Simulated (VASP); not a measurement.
TlBr: single point with PBE-based screened hybrid

The system is TlBr.

```
Tl Br
1.0
     3.99491    0.00000    0.00000
     0.00000    3.99491    0.00000
     0.00000    0.00000    3.99491
Tl Br
1 1
Direct
  0.00000 0.00000 0.00000
  0.50000 0.50000 0.50000
```

* Program: VASP 6.6.1
* Task: single point
* Functional: PBE-based screened hybrid
* Potentials or basis: VASP PAW PBE potentials, release 64 (Tl_d, Br)
* Cutoff: 400 eV
* k mesh: 4 × 4 × 4
* Occupations: gaussian, width 0.01 eV
* Spin: no spin polarisation

```json
{
  "Pressure": "0.6 GPa",
  "Band gap on the k mesh": "2.38 eV, direct"
}
```

Levels at points of the mesh, in eV from the valence-band top:
| k point | band 6 | band 7 | band 8 | band 9 | band 10 | band 11 | band 12 | band 13 | band 14 | band 15 |
| --- | --- | --- | --- | --- | --- | --- | --- | --- | --- | --- |
| (0.00, 0.00, 0.00) | -11.62 | -4.64 | -1.55 | -1.55 | -1.55 | 7.61 | 7.61 | 8.00 | 8.00 | 8.00 |
| (0.50, 0.00, 0.00) | -11.62 | -5.78 | -1.06 | -1.06 | 0.00 | 2.38 | 6.45 | 6.45 | 8.69 | 11.07 |
| (0.50, 0.50, 0.00) | -11.57 | -3.69 | -3.20 | -3.20 | -0.97 | 5.47 | 5.47 | 8.19 | 8.35 | 11.09 |
| (0.50, 0.50, 0.50) | -11.56 | -2.62 | -2.24 | -2.24 | -2.24 | 2.65 | 2.65 | 2.65 | 13.68 | 13.68 |

Run time: 3.8 min on 1 thread of Intel(R) Xeon(R) 6975P-C (Granite Rapids) (shared host), peak memory 0.26 GiB.

Caveat: the PAW data sets were made with another functional, which shifts forces and pressure a little; spin-orbit coupling is left out, which moves the levels of the heavy elements. A k mesh can miss the band edges.
